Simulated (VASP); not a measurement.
A run of VASP 6.6.1 is set up as follows.

Contents of INCAR:

```
SYSTEM = Se
PREC = Accurate
ENCUT = 520
EDIFF = 1E-7
ISMEAR = -1
SIGMA = 0.05
LREAL = .FALSE.
LASPH = .TRUE.
NELM = 80
ALGO = Normal
ISIF = 2
LWAVE = .FALSE.
LCHARG = .FALSE.
GGA = PE
NBANDS = 13
```

File KPOINTS:

```
regular mesh
0
G
  12 12 12
  0 0 0
```

The input POSCAR:

```
Se
1.0
    0.0000000000      3.0020255039      3.0020255039
    3.0020255039      0.0000000000      3.0020255039
    3.0020255039      3.0020255039      0.0000000000
Se
2
Direct
   -0.1250000000     -0.1250000000     -0.1250000000
    0.1250000000      0.1250000000      0.1250000000
```

Potentials or basis: VASP PAW PBE potentials, release 64 (Se).

The run is started by

```sh
$ cat potpaw_PBE.64/Se/POTCAR > POTCAR
$ mpirun -np 1 vasp_std > vasp.out
```

Q: Predict the band gap on the k mesh.

A: Zero (bands 6 and 7 overlap by 1.25 eV).

Q: Predict the pressure.

A: 8.7 GPa.

Caveat: the cell stands under pressure.
